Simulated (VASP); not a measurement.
# H3C2N in VASP: further runs, part 2 of 2

VASP 6.6.1.

**3. Single point, PBE**

INCAR

```
PREC = Accurate
ENCUT = 910
EDIFF = 1E-6
ISMEAR = -1
SIGMA = 0.05
LREAL = Auto
LASPH = T
NELM = 120
ALGO = Normal
ISIF = 2
LWAVE = F
LCHARG = T
GGA = PE
LELF = T
LVHAR = T
NBANDS = 72
GGA_COMPAT = F
```

KPOINTS

```
regular mesh
0
Gamma
  1 1 1
```

POSCAR

```
H3C2N
1.0
    8.0517480000      0.0000000000      0.0000000000
    0.0000000000      8.0517480000      0.0000000000
    0.0000000000      0.0000000000      8.0517480000
C N H
12 6 18
Direct
    0.6867204488      0.2295774781      0.9232280990
    0.7940511799      0.2945571570      0.7900396287
    0.4837086307      0.3305866006      0.3653740778
    0.5076910008      0.1710932831      0.4559631027
    0.1607849625      0.8666441126      0.4481759737
    0.0514422458      0.9009223836      0.5847674319
    0.0871115191      0.6213681799      1.0199648573
    0.2604030827      0.5928526327      0.9836125025
    0.3148260477      0.0481758744     -0.0676623262
    0.1853137977      0.1210172002      0.0475424715
    0.6988544599      0.7001709442      0.6118298784
    0.7562084655      0.6919367074      0.4384389576
    0.8887883724      0.3454405180      0.6957495441
    0.5115410964      0.0434564023      0.5228678294
   -0.0280187606      0.9229424468      0.7022574477
    0.3981868285      0.5890397961      0.9441179729
    0.0856087399      0.1693421106      0.1367404941
    0.7872948830      0.6848699189      0.2983575740
    0.5652933996      0.2988791999      0.9275625616
    0.6553980577      0.0989847174      0.8947622305
    0.7471172719      0.2246468717      1.0403952036
    0.5750552551      0.4257088026      0.4119353959
    0.4867266089      0.3246996801      0.2318378568
    0.3604310517      0.3827243476      0.3821778824
    0.1188685985      0.9196139770      0.3307853152
    0.2871798770      0.9167947134      0.4654765648
    0.1885925888      0.7293944122      0.4427734201
    0.0091036133      0.5902817624      0.9085604766
    0.0306393096      0.5465272882      1.1305247010
    0.0643090171      0.7486697299      1.0391035586
    0.3441488730      0.1439314792     -0.1686341897
    0.4309995792      0.0053156159     -0.0091781313
    0.2627752384     -0.0591796961     -0.1292390174
    0.7465708067      0.5818612306      0.6788588018
    0.7358650569      0.8222686552      0.6575094004
    0.5676655554      0.6653834670      0.5986153566
```

Potentials or basis: VASP PAW PBE potentials, release 64 (C_h, N_h, H_h).

Launch:

```console
> cat potpaw_PBE.64/C_h/POTCAR potpaw_PBE.64/N_h/POTCAR potpaw_PBE.64/H_h/POTCAR > POTCAR
> mpirun -np 1 vasp_gam > vasp.out
```

OUTCAR:

```text
PREC = Accurate
   ENCUT = 910
   EDIFF = 1E-6
   ISMEAR = -1
   LREAL = Auto
   LASPH = T
   NELM = 120
   ISIF = 2
   GGA = PE

 ion  position               nearest neighbor table
   1  0.687  0.230  0.923-  21 1.06  20 1.11  19 1.13   2 1.47
   2  0.794  0.295  0.790-  13 1.15   1 1.47
   3  0.484  0.331  0.365-  23 1.08  24 1.09  22 1.13   4 1.49
   4  0.508  0.171  0.456-  14 1.16   3 1.49
   5  0.161  0.867  0.448-  25 1.09  26 1.10  27 1.13   6 1.44
   6  0.051  0.901  0.585-  15 1.16   5 1.44
   7  0.087  0.621  0.020-  30 1.05  28 1.12  29 1.17   8 1.44
   8  0.260  0.593  0.984-  16 1.15   7 1.44
   9  0.315  0.048  0.932-  33 1.08  32 1.10  31 1.15  10 1.51
  10  0.185  0.121  0.048-  17 1.15   9 1.51
  11  0.699  0.700  0.612-  35 1.09  36 1.10  34 1.16  12 1.47
  12  0.756  0.692  0.438-  18 1.16  11 1.47
  13  0.889  0.345  0.696-   2 1.15
  14  0.512  0.043  0.523-   4 1.16
  15  0.972  0.923  0.702-   6 1.16
  16  0.398  0.589  0.944-   8 1.15
  17  0.086  0.169  0.137-  10 1.15
[... 17 lines left out ...]
  35  0.736  0.822  0.658-  11 1.09
  36  0.568  0.665  0.599-  11 1.10

  LATTYP: Found a simple cubic cell.
 ALAT       =     8.0517480000

  Lattice vectors:

 A1 = (   8.0517480000,   0.0000000000,   0.0000000000)
 A2 = (   0.0000000000,   8.0517480000,   0.0000000000)
 A3 = (   0.0000000000,   0.0000000000,   8.0517480000)

Analysis of symmetry for initial positions (statically):
=====================================================================
 Subroutine PRICEL returns:
 Original cell was already a primitive cell.

 Routine SETGRP: Setting up the symmetry group for a
 simple cubic supercell.

 Subroutine GETGRP returns: Found  1 space group operations
 (whereof  1 operations were pure point group operations)
 out of a pool of 48 trial point group operations.

The static configuration has the point symmetry C_1 .

Analysis of symmetry for dynamics (positions and initial velocities):
=====================================================================
[... 179 lines left out ...]
   GGA     = PE    functional components
   LHFCALC =     F    Hartree Fock is set to
   AEXX    =    0.0000 exact exchange contribution
   IVDW    =     0    specifies the selected vdW correction
   LEPSILON=     F    determine dielectric tensor
   LRPA    =     F    only Hartree local field effects (RPA)
 non-spin polarized calculation
  energy-cutoff  :      910.00
  volume of cell :      522.00
 maximum number of plane-waves:     16266
 NGX is ok and might be reduce to    80
   NGX = 39   NGY = 39   NGZ = 39

 number of electron      96.0000000 magnetization

 Free energy of the ion-electron system (eV)
  ---------------------------------------------------
  ext. energy  EPLUGINS =         0.00000000
  ---------------------------------------------------
  free energy    TOTEN  =      -220.58244255 eV

  energy without entropy =     -220.58244255  energy(sigma->0) =     -220.58244255

 E-fermi :  -2.9672     XC(G=0):  -6.2408

 val. band max:       -4.1552284360   @ k =   0.0000   0.0000   0.0000
 cond. band min:       1.7761987977   @ k =   0.0000   0.0000   0.0000
 fundamental gap:      5.9314272337
 Fermi energy:        -2.9671739188

 k-point     1 :       0.0000    0.0000    0.0000
  band No.  band energies     occupation
      1     -19.6972      2.00000
      2     -19.6683      2.00000
      3     -19.4558      2.00000
      4     -19.4188      2.00000
      5     -19.3796      2.00000
      6     -18.9869      2.00000
[... 52 lines left out ...]
     59       3.1291      0.00000
     60       3.4460      0.00000
 [bands above 60 left out]

------------------------ aborting loop because EDIFF is reached ----------------------------------------

  FORCE on cell =-STRESS in cart. coord.  units (eV):
  Direction    XX          YY          ZZ          XY          YZ          ZX
  --------------------------------------------------------------------------------------
  -------------------------------------------------------------------------------------
  Total        2.2956261     -2.5408821      0.6973279      1.4965392      4.7782846     -0.5088043
  in kB        7.0459769     -7.7987424      2.1403121      4.5933355     14.6660132     -1.5616757
  external PRESSURE =       0.4625155 kB  Pullay stress =       0.0000000 kB

 VOLUME and BASIS-vectors are now :
 -----------------------------------------------------------------------------
  energy-cutoff  :      910.00
  volume of cell :      522.00
      direct lattice vectors                 reciprocal lattice vectors
     8.051748000  0.000000000  0.000000000     0.124196634  0.000000000  0.000000000
     0.000000000  8.051748000  0.000000000     0.000000000  0.124196634  0.000000000
     0.000000000  0.000000000  8.051748000     0.000000000  0.000000000  0.124196634

 POSITION                                       TOTAL-FORCE (eV/Angst)
 -----------------------------------------------------------------------------------
      5.52930      1.84850      7.43360        -1.176928     -0.120612     -1.789999
      6.39350      2.37170      6.36120        -0.892304     -0.785296      1.881620
      3.89470      2.66180      2.94190         0.744518      0.233972      1.357377
      4.08780      1.37760      3.67130        -0.655904      1.207018     -1.123713
      1.29460      6.97800      3.60860         1.101010     -1.023274     -0.220686
      0.41420      7.25400      4.70840         0.747733     -0.028993     -0.373987
[... 28 lines left out ...]
      5.92500      6.62070      5.29410        -0.500460     -0.253017      0.618099
      4.57070      5.35750      4.81990        -0.374723      0.878927      0.465429
 -----------------------------------------------------------------------------------
    total drift:                                0.001887      0.007727     -0.005956

  FREE ENERGIE OF THE ION-ELECTRON SYSTEM (eV)
  ---------------------------------------------------
  free  energy   TOTEN  =      -220.5824425462 eV

  energy  without entropy=     -220.5824425461  energy(sigma->0) =     -220.58244255
```

stdout:

```text
POSCAR found type information on POSCAR C N H
 POSCAR found :  3 types and      36 ions
 scaLAPACK will be used
 LDA part: xc-table for (Slater+PW92), standard interpolation
 POSCAR, INCAR and KPOINTS ok, starting setup
 FFT: planning ... GRIDC
 FFT: planning ... GRID_SOFT
 FFT: planning ... GRID
 WAVECAR not read
 entering main loop
```

Run time: 3.5 min. Hardware: 1 thread of Intel Xeon Platinum 8259CL at 2.50GHz (Skylake/Cascade Lake), shared host; peak memory 0.9 GiB.

What came out:

```
Free energy            : -220.5824 eV
Pressure               : 0.0 GPa
Largest force          : 3.923 eV/Å
Band gap on the k mesh : 5.93 eV
```

Forces in eV/Å, atoms in the order of the input:
```
C   -1.177 -0.121 -1.790
C   -0.892 -0.785  1.882
C    0.745  0.234  1.357
C   -0.656  1.207 -1.124
C    1.101 -1.023 -0.221
C    0.748 -0.029 -0.374
C   -1.360 -2.454  0.301
C   -1.141  0.305  0.218
C   -0.692  1.653 -0.188
C    2.876 -1.626 -2.115
C    0.380 -2.430 -0.980
C   -0.372 -0.046  1.128
N    0.706  0.463 -0.955
N    0.254  0.060  0.180
N   -0.314  0.317  0.642
N    1.084 -0.370 -0.190
N   -1.385  0.819  1.212
N    0.356 -0.033 -0.762
H    0.935 -0.157  0.077
H    0.163  0.209 -0.202
H    0.719  0.390  1.017
H   -0.430 -0.687 -0.503
H    0.675 -0.499 -0.638
H   -0.507 -0.129  0.691
H   -0.389 -0.245 -0.135
H   -0.253  0.325  0.441
H   -0.692  0.723 -0.273
H    0.517 -0.087  0.503
H    0.994  0.924 -1.355
H   -0.164  1.545  0.490
H   -0.272 -0.958  1.006
H   -0.390  0.346  0.311
H   -0.367 -0.303 -0.242
H    0.075  1.836 -0.491
H   -0.500 -0.253  0.618
H   -0.375  0.879  0.465
```

Stress tensor (GPa, compression positive):
```
 0.70  0.46 -0.16
 0.46 -0.78  1.47
-0.16  1.47  0.21
```

Caveat: the k points lie up to 0.78 Å⁻¹ apart; the cutoff is under 1.25 times the usual one of these potentials, so pressure, stress and relaxed cells hold a basis-set (Pulay) error.

**4. Single point, PBE**

INCAR

```
ALGO = Normal
EDIFF = 1E-6
ENCUT = 910
GGA = PE
GGA_COMPAT = False
ISIF = 2
ISMEAR = -1
LASPH = True
LCHARG = False
LREAL = Auto
LWAVE = False
NBANDS = 72
NELM = 120
PREC = Accurate
SIGMA = 0.05
```

KPOINTS

```
k-points
0
Gamma
  1 1 1
```

POSCAR

```
H3C2N
1.0
    8.0517480000      0.0000000000      0.0000000000
    0.0000000000      8.0517480000      0.0000000000
    0.0000000000      0.0000000000      8.0517480000
C N H
12 6 18
Direct
    0.7517994850      0.2181513877      0.8818457806
    0.8565096672      0.3060577653      0.7615365011
    0.5445153028      0.3558606156      0.3243270902
    0.5169188107      0.2202378912      0.4561245583
    0.1535815577      0.8834106582      0.4371597323
    0.0452075748      0.9085107979      0.5717888836
    0.0789393806      0.5691434953      1.0016334341
    0.2451020573      0.5285560353      0.9783093063
    0.2690968470      0.0717980742     -0.0912472671
    0.1959947082      0.1652312020      0.0438662512
    0.6326700736      0.7376286491      0.6125874779
    0.7376907474      0.7474401832      0.4630671501
    0.9514704136      0.3724532859      0.6812806362
    0.5040272001      0.1269289600      0.5608223208
   -0.0348992542      0.9277736958      0.6933649687
    0.3748875399      0.4704071712      0.9660138395
    0.1370634054      0.2220139031      0.1608098018
    0.8224922091      0.7082188861      0.3538113711
    0.6662155845      0.2982706364      0.9496571428
    0.6838266672      0.1056913356      0.8395692463
    0.8420407593      0.1734281798      0.9712176784
    0.6538331801      0.3419754319      0.2414134173
    0.4411961229      0.3477381557      0.2337008063
    0.5549726594      0.4820443958      0.3754836838
    0.1538051116      0.9806069440      0.3539479874
    0.2780265850      0.8598132977      0.4827647363
    0.1177508288      0.7733848600      0.3534139419
    0.0069301722      0.4570436134      1.0318753145
    0.0513801475      0.6550751464      1.0980597008
    0.0194491929      0.6379856896      0.9023506449
    0.3132487505      0.1379948801     -0.2113702515
    0.3901885653      0.0299189691     -0.0507715840
    0.2028379428     -0.0356195947     -0.1163101478
    0.7146771111      0.6628125967      0.6988544599
    0.6142641325      0.8670663811      0.6522310435
    0.5253641818      0.6511256935      0.5958954503
```

Launch:

```console
> cat potpaw_PBE.64/C_h/POTCAR potpaw_PBE.64/N_h/POTCAR potpaw_PBE.64/H_h/POTCAR > POTCAR
> mpirun -np 1 vasp_gam > vasp.out
```

It took 2.1 min on 1 thread of Intel Xeon Platinum 8488C (Sapphire Rapids), shared host; peak memory 0.9 GiB.

The run converged. Its results:

```yaml
Free_energy: -220.0192 eV
Pressure: 1.7 GPa
Largest_force: 6.013 eV/Å
Band_gap_on_the_k_mesh: 6.12 eV
```

Forces on the atoms (eV/Å):
```
C    0.276 -0.342  0.010
C   -2.895 -2.042  2.077
C   -0.585 -1.364  0.094
C    1.385  4.254 -4.018
C    0.233 -3.117 -0.801
C   -1.751  0.292  2.762
C   -2.213  0.432 -0.066
C    0.126 -0.042 -0.046
C    2.246  2.237 -0.808
C    0.650 -1.070 -1.660
C    1.427 -0.660 -0.039
C   -1.006 -1.340  0.687
N    2.105  1.684 -2.070
N   -0.549 -2.324  2.363
N    1.118 -0.294 -1.761
N    1.725 -0.166 -0.353
N   -0.763  0.561  1.325
N    0.300  0.359 -0.972
H   -0.187  0.366 -0.251
H    0.376  0.672 -0.398
H    0.243 -0.306  0.563
H    0.040 -0.504  0.835
H   -0.038  0.262  0.519
H   -0.250 -0.353  0.220
H    0.102  2.341 -1.378
H    0.494  0.061  0.136
H    0.046  0.781  1.241
H    0.134  0.094 -0.157
H    0.322  0.606  1.487
H    0.068 -0.257 -0.986
H   -1.291 -0.319  1.372
H    0.608 -0.298  0.618
H   -1.459 -1.604 -0.648
H   -0.492  0.886 -0.138
H   -0.614 -0.491  0.409
H    0.070  1.004 -0.167
```

Stress tensor (GPa, compression positive):
```
 2.37 -0.39  0.37
-0.39  1.19  0.14
 0.37  0.14  1.45
```

Levels at points of the mesh, in eV from the valence-band top:
```tsv
k point	band 46	band 47	band 48	band 49	band 50	band 51
(0.00, 0.00, 0.00)	-0.23	-0.14	0.00	6.12	6.68	6.76
```

Caveat: the k points lie up to 0.78 Å⁻¹ apart; the cutoff is under 1.25 times the usual one of these potentials, so pressure, stress and relaxed cells hold a basis-set (Pulay) error; the atoms stand as in a frame of molecular dynamics.

**5. The runs side by side**

| cell | gap on the mesh (eV) | pressure (GPa) | largest force (eV/Å) |
| --- | --- | --- | --- |
| as given, atomic positions A | 6.10 | 1.3 | 4.05 |
| as given, atomic positions B | 5.93 | 0.0 | 3.92 |
| as given, atomic positions C | 6.12 | 1.7 | 6.01 |

Alike in all rows: task single point; level PBE; potentials or basis VASP PAW PBE potentials, release 64 (C_h, N_h, H_h); no spin polarisation; k mesh 1 × 1 × 1; cutoff (eV) 910; smearing fermi-dirac 0.05 eV.

Caveats: all runs use coarse meshes; the cutoff is under 1.25 times the usual one of these potentials, so pressure, stress and relaxed cells hold a basis-set (Pulay) error; the atoms stand as in a frame of molecular dynamics (at least some runs).

Absolute energies hang on the potentials; compare differences alone.
